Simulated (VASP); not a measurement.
# KNaICl (Pmmm) in VASP: further runs

Runs on KNaICl. Level: LDA. Tasks: single point.

All numbers are computed with VASP 6.6.1; they aren't measurements. Logs are shortened: lines on timing, memory, paths and dates and some standing lists are left out, and cuts for length are marked.

## (1) The cell of the first run

The structure is orthorhombic, space group Pmmm (No. 47). Conventional cell: a = 4.400 Å, b = 4.717 Å, c = 5.784 Å, α = 90.00°, β = 90.00°, γ = 90.00°. Within 3.8 Å of K (site symmetry mmm) lie 2 I at 2.89 Å and 4 Cl at 3.22 Å. Within 3.8 Å of Na (site symmetry mmm) lie 2 Cl at 2.89 Å and 4 I at 3.22 Å. Within 3.8 Å of I (site symmetry mmm) lie 2 K at 2.89 Å and 4 Na at 3.22 Å. Within 3.8 Å of Cl (site symmetry mmm) lie 2 Na at 2.89 Å and 4 K at 3.22 Å.

## (2) Single point, LDA

INCAR

```
SYSTEM = KNaICl
PREC = Accurate
ENCUT = 520
EDIFF = 1E-7
ISMEAR = 0
SIGMA = 0.05
LREAL = .FALSE.
LASPH = .TRUE.
NELM = 100
ALGO = Normal
ISIF = 2
LWAVE = .FALSE.
LCHARG = .TRUE.
GGA = CA
LELF = .TRUE.
LVHAR = .TRUE.
NBANDS = 23
```

KPOINTS

```
regular mesh
0
G
  6 6 4
  0 0 0
```

POSCAR

```
KNaICl
1.0
    4.3995120833      0.0000000000      0.0000000000
    0.0000000000      4.7166329582      0.0000000000
    0.0000000000      0.0000000000      5.7844871266
K Na I Cl
1 1 1 1
Direct
    0.5000000000      0.5000000000      0.5000000000
    0.0000000000      0.0000000000      0.0000000000
    0.5000000000      0.5000000000      0.0000000000
    0.0000000000      0.0000000000      0.5000000000
```

Potentials or basis: VASP PAW LDA potentials, release 64 (K_sv, Na_pv, I, Cl).

Started as:

```sh
cat potpaw_LDA.64/K_sv/POTCAR potpaw_LDA.64/Na_pv/POTCAR potpaw_LDA.64/I/POTCAR potpaw_LDA.64/Cl/POTCAR > POTCAR
mpirun -np 1 vasp_std > vasp.out
```

OUTCAR:

```text
SYSTEM = KNaICl
   PREC = Accurate
   ENCUT = 520
   EDIFF = 1E-7
   ISMEAR = 0
   LREAL = .FALSE.
   LASPH = .TRUE.
   NELM = 100
   ISIF = 2
   GGA = CA

 ion  position               nearest neighbor table
   1  0.500  0.500  0.500-   3 2.89   3 2.89   4 3.22   4 3.22   4 3.22   4 3.22
   2  0.000  0.000  0.000-
   3  0.500  0.500  0.000-   1 2.89   1 2.89
   4  0.000  0.000  0.500-   1 3.22   1 3.22   1 3.22   1 3.22

  LATTYP: Found a simple orthorhombic cell.
 ALAT       =     4.3995120833
 B/A-ratio  =     1.0720809192
 C/A-ratio  =     1.3148019637

  Lattice vectors:

 A1 = (   4.3995120833,   0.0000000000,   0.0000000000)
 A2 = (   0.0000000000,   4.7166329582,   0.0000000000)
 A3 = (   0.0000000000,   0.0000000000,   5.7844871266)

Analysis of symmetry for initial positions (statically):
=====================================================================
 Subroutine PRICEL returns:
 Original cell was already a primitive cell.

 Routine SETGRP: Setting up the symmetry group for a
 simple orthorhombic supercell.

 Subroutine GETGRP returns: Found  8 space group operations
 (whereof  8 operations were pure point group operations)
 out of a pool of  8 trial point group operations.

The static configuration has the point symmetry D_2h.

Analysis of symmetry for dynamics (positions and initial velocities):
=====================================================================
 Subroutine PRICEL returns:
 Original cell was already a primitive cell.

 Routine SETGRP: Setting up the symmetry group for a
 simple orthorhombic supercell.

 Subroutine GETGRP returns: Found  8 space group operations
 (whereof  8 operations were pure point group operations)
 out of a pool of  8 trial point group operations.

The dynamic configuration has the point symmetry D_2h.

 Subroutine INISYM returns: Found  8 space group operations
 (whereof  8 operations are pure point group operations),
 and found     1 'primitive' translations

----------------------------------------------------------------------------------------

                                     Primitive cell

  volume of cell :     120.0332

  direct lattice vectors                    reciprocal lattice vectors
     4.399512083  0.000000000  0.000000000     0.227297932  0.000000000  0.000000000
     0.000000000  4.716632958  0.000000000     0.000000000  0.212015649  0.000000000
     0.000000000  0.000000000  5.784487127     0.000000000  0.000000000  0.172876173

  length of vectors
     4.399512083  4.716632958  5.784487127     0.227297932  0.212015649  0.172876173

  position of ions in fractional coordinates (direct lattice)
     0.500000000  0.500000000  0.500000000
     0.000000000  0.000000000  0.000000000
     0.500000000  0.500000000  0.000000000
     0.000000000  0.000000000  0.500000000

  ion indices of the primitive-cell ions
   primitive index   ion index
                 1           1
                 2           2
                 3           3
                 4           4

----------------------------------------------------------------------------------------

 KPOINTS: regular mesh

Automatic generation of k-mesh.
 Grid dimensions read from file:
 generate k-points for:    6    6    4

 Generating k-lattice:

  Cartesian coordinates                     Fractional coordinates (reciprocal lattice)
     0.037882989  0.000000000  0.000000000     0.166666667  0.000000000  0.000000000
     0.000000000  0.035335942  0.000000000     0.000000000  0.166666667  0.000000000
     0.000000000  0.000000000  0.043219043     0.000000000  0.000000000  0.250000000

  Length of vectors
     0.037882989  0.035335942  0.043219043

  Shift w.r.t. Gamma in fractional coordinates (k-lattice)
     0.000000000  0.000000000  0.000000000

 Subroutine IBZKPT returns following result:
 ===========================================

 Found     48 irreducible k-points:

 Following reciprocal coordinates:
            Coordinates               Weight
  0.000000  0.000000  0.000000      1.000000
  0.166667  0.000000  0.000000      2.000000
  0.333333  0.000000  0.000000      2.000000
  0.500000  0.000000  0.000000      1.000000
  0.000000  0.166667  0.000000      2.000000
  0.166667  0.166667  0.000000      4.000000
[... 16 lines left out ...]
  0.333333  0.166667  0.250000      8.000000
  0.500000  0.166667  0.250000      4.000000
 [... further k-points ...]
   k-points           NKPTS =     48   k-points in BZ     NKDIM =     48   number of bands    NBANDS=     23
   number of dos      NEDOS =    301   number of ions     NIONS =      4
   total plane-waves  NPLWV =  62208
   dimension x,y,z NGX =    36 NGY =   36 NGZ =   48
   dimension x,y,z NGXF=    72 NGYF=   72 NGZF=   96
   ions per type =               1   1   1   1
   NGX,Y,Z   is equivalent  to a cutoff of  13.60, 12.69, 13.80 a.u.
   NGXF,Y,Z  is equivalent  to a cutoff of  27.21, 25.38, 27.59 a.u.
 SYSTEM =  KNaICl
   PREC   = accura    normal or accurate (medium, high low for compatibility)
   ISTART =      0    job   : 0-new  1-cont  2-samecut
   ICHARG =      2    charge: 1-file 2-atom 10-const
   ISPIN  =      1    spin polarized calculation?
   LNONCOLLINEAR =      F non collinear calculations
   LSORBIT =      F    spin-orbit coupling
   LASPH  =      T    aspherical Exc in radial PAW
   ENCUT  =  520.0 eV  38.22 Ry    6.18 a.u.   8.18  8.77 10.76*2*pi/ulx,y,z
   NELM   =    100;   NELMIN=  2; NELMDL= -5     # of ELM steps
   EDIFF  = 0.1E-06   stopping-criterion for ELM
   LREAL  =      F    real-space projection
   EDIFFG = 0.1E-05   stopping-criterion for IOM
   NSW    =      0    number of steps for IOM
   IBRION =     -1    ionic relax: 0-MD 1-quasi-New 2-CG
   NFREE  =      0    steps in history (QN), initial steepest desc. (CG)
   ISIF   =      2    stress and relaxation
   ISYM   =      2    0-nonsym 1-usesym 2-fastsym
   POTIM  = 0.5000    time-step for ionic-motion
   TEBEG  =    0.0;   TEEND  =   0.0 temperature during run
   PSTRESS=    0.0 pullay stress
   NELECT =      30.0000    total number of electrons
   NUPDOWN=      -1.0000    fix difference up-down
   EMIN   =  10.00;   EMAX   =-10.00  energy-range for DOS
   EFERMI =   0.00;   METHOD = LEGACY
   ISMEAR =     0;   SIGMA  =   0.05  broadening in eV -4-tet -1-fermi 0-gaus
   EFERMI_NEDOS =   21; number of points for ismear=-14 and -15
   IALGO  =     38    algorithm
   IMIX   =      4    mixing-type and parameters
     AMIX     =   0.40;   BMIX     =  1.00
     AMIX_MAG =   1.60;   BMIX_MAG =  1.00
  volume/ion in A,a.u.               =      30.01       202.51
  Fermi-wavevector in a.u.,A,eV,Ry     =   1.031212  1.948709 14.468420  1.063399
  Thomas-Fermi vector in A             =   2.165349
   LORBIT       =      0    0 simple, 1 ext, 2 COOP (PROOUT), +10 PAW based schemes
   GGA     = CA    functional components
   LHFCALC =     F    Hartree Fock is set to
   AEXX    =    0.0000 exact exchange contribution
   IVDW    =     0    specifies the selected vdW correction
   LEPSILON=     F    determine dielectric tensor
   LRPA    =     F    only Hartree local field effects (RPA)
 non-spin polarized calculation
 Gauss-broadening in eV      SIGMA  =   0.05
  energy-cutoff  :      520.00
  volume of cell :      120.03
 maximum number of plane-waves:      3262
 NGX is ok and might be reduce to    36
   NGX = 17   NGY = 17   NGZ = 21

 number of electron      30.0000010 magnetization

 Free energy of the ion-electron system (eV)
  ---------------------------------------------------
  ext. energy  EPLUGINS =         0.00000000
  ---------------------------------------------------
  free energy    TOTEN  =       -12.82190508 eV

  energy without entropy =      -12.82190508  energy(sigma->0) =      -12.82190508

 E-fermi :   0.4264     XC(G=0):  -8.4084

 val. band max:        0.1525305573   @ k =   0.0000   0.0000   0.0000
 cond. band min:       3.7402801305   @ k =   0.0000   0.0000   0.0000
 fundamental gap:      3.5877495732
 Fermi energy:         0.4264368018

 k-point     1 :       0.0000    0.0000    0.0000
  band No.  band energies     occupation
      1     -27.3889      2.00000
      2     -22.0775      2.00000
      3     -22.0730      2.00000
      4     -22.0401      2.00000
      5     -12.6733      2.00000
      6     -11.4882      2.00000
[... 15 lines left out ...]
     22       8.4670      0.00000
     23       8.9080      0.00000

 k-point     2 :       0.1667    0.0000    0.0000
  band No.  band energies     occupation
      1     -27.3878      2.00000
      2     -22.0785      2.00000
      3     -22.0728      2.00000
      4     -22.0400      2.00000
      5     -12.6947      2.00000
      6     -11.4850      2.00000
[... 15 lines left out ...]
     22       8.6727      0.00000
     23       8.9597      0.00000

 k-point     3 :       0.3333    0.0000    0.0000
  band No.  band energies     occupation
      1     -27.3856      2.00000
      2     -22.0807      2.00000
      3     -22.0725      2.00000
      4     -22.0399      2.00000
      5     -12.7365      2.00000
      6     -11.4787      2.00000
[... 15 lines left out ...]
     22       8.5619      0.00000
     23       8.8564      0.00000

 k-point     4 :       0.5000    0.0000    0.0000
  band No.  band energies     occupation
      1     -27.3845      2.00000
      2     -22.0818      2.00000
      3     -22.0723      2.00000
      4     -22.0398      2.00000
      5     -12.7569      2.00000
      6     -11.4755      2.00000
[... 15 lines left out ...]
     22       8.3925      0.00000
     23       8.5822      0.00000

 k-point     5 :       0.0000    0.1667    0.0000
  band No.  band energies     occupation
      1     -27.3883      2.00000
      2     -22.0774      2.00000
      3     -22.0736      2.00000
      4     -22.0401      2.00000
      5     -12.7036      2.00000
      6     -11.4864      2.00000
[... 434 lines left out ...]
 k-point    22 :       0.1667    0.1667    0.2500
  band No.  band energies     occupation
      1     -27.3870      2.00000
      2     -22.0784      2.00000
      3     -22.0734      2.00000
      4     -22.0406      2.00000
      5     -12.6994      2.00000
      6     -11.8989      2.00000
[... 15 lines left out ...]
     22       8.4810      0.00000
     23       9.2707      0.00000

 k-point    23 :       0.3333    0.1667    0.2500
  band No.  band energies     occupation
      1     -27.3849      2.00000
      2     -22.0806      2.00000
      3     -22.0730      2.00000
      4     -22.0404      2.00000
      5     -12.7110      2.00000
      6     -11.8738      2.00000
[... 15 lines left out ...]
     22       9.3398      0.00000
     23       9.5466      0.00000

 k-point    24 :       0.5000    0.1667    0.2500
  band No.  band energies     occupation
      1     -27.3838      2.00000
      2     -22.0816      2.00000
      3     -22.0728      2.00000
      4     -22.0404      2.00000
      5     -12.7175      2.00000
      6     -11.8613      2.00000
[... 15 lines left out ...]
     22       9.3075      0.00000
     23       9.6226      0.00000

 [... further k-points ...]
[... 5 lines left out ...]
  --------------------------------------------------------------------------------------
  -------------------------------------------------------------------------------------
  Total       -1.0187946     -1.7256193      6.5554871      0.0000000      0.0000000      0.0000000
  in kB      -13.5986494    -23.0331920     87.5012177      0.0000000      0.0000000      0.0000000
  external PRESSURE =      16.9564588 kB  Pullay stress =       0.0000000 kB

 VOLUME and BASIS-vectors are now :
 -----------------------------------------------------------------------------
  energy-cutoff  :      520.00
  volume of cell :      120.03
      direct lattice vectors                 reciprocal lattice vectors
     4.399512083  0.000000000  0.000000000     0.227297932  0.000000000  0.000000000
     0.000000000  4.716632958  0.000000000     0.000000000  0.212015649  0.000000000
     0.000000000  0.000000000  5.784487127     0.000000000  0.000000000  0.172876173

 POSITION                                       TOTAL-FORCE (eV/Angst)
 -----------------------------------------------------------------------------------
      2.19976      2.35832      2.89224         0.000000      0.000000      0.000000
      0.00000      0.00000      0.00000         0.000000      0.000000      0.000000
      2.19976      2.35832      0.00000         0.000000      0.000000      0.000000
      0.00000      0.00000      2.89224         0.000000      0.000000      0.000000
 -----------------------------------------------------------------------------------
    total drift:                                0.000000      0.000000      0.000000

  FREE ENERGIE OF THE ION-ELECTRON SYSTEM (eV)
  ---------------------------------------------------
  free  energy   TOTEN  =       -12.8219050760 eV

  energy  without entropy=      -12.8219050760  energy(sigma->0) =      -12.82190508
```

Run time: 2.2 min. Hardware: 1 thread of Intel Xeon Platinum 8259CL at 2.50GHz (Skylake/Cascade Lake), shared host; peak memory 0.29 GiB.

Results:

```yaml
Free_energy: -12.8219 eV
Pressure: 1.7 GPa
Band_gap_on_the_k_mesh: 3.59 eV, direct
```

Levels at points of the mesh, in eV from the valence-band top:
```tsv
k point	band 12	band 13	band 14	band 15	band 16	band 17	band 18	band 19
(0.00, 0.00, 0.00)	-1.01	-0.42	-0.14	0.00	3.59	5.09	6.31	6.78
(0.50, 0.00, 0.00)	-1.47	-1.25	-0.48	-0.17	5.76	6.02	7.07	7.57
(0.00, 0.50, 0.00)	-1.52	-1.07	-0.25	-0.19	5.84	6.22	6.92	7.86
(0.50, 0.50, 0.00)	-1.37	-0.84	-0.79	-0.01	4.52	5.20	5.34	7.70
(0.00, 0.00, 0.50)	-1.06	-0.91	-0.75	-0.37	4.95	5.60	6.06	6.25
(0.50, 0.00, 0.50)	-1.24	-0.82	-0.82	-0.57	5.31	5.53	7.15	8.16
(0.00, 0.50, 0.50)	-1.06	-0.82	-0.73	-0.29	5.55	5.59	7.60	7.86
(0.50, 0.50, 0.50)	-1.52	-1.37	-1.31	-1.12	5.65	7.04	7.36	7.78
```

Caveat: the cell differs from its parent crystal (strain +e along x and -e along y -0.0367, strain +e along z and -e/2 along x and y -0.1100); spin-orbit coupling is left out, which moves the levels of the heavy elements.

[end of part 1 of 2]
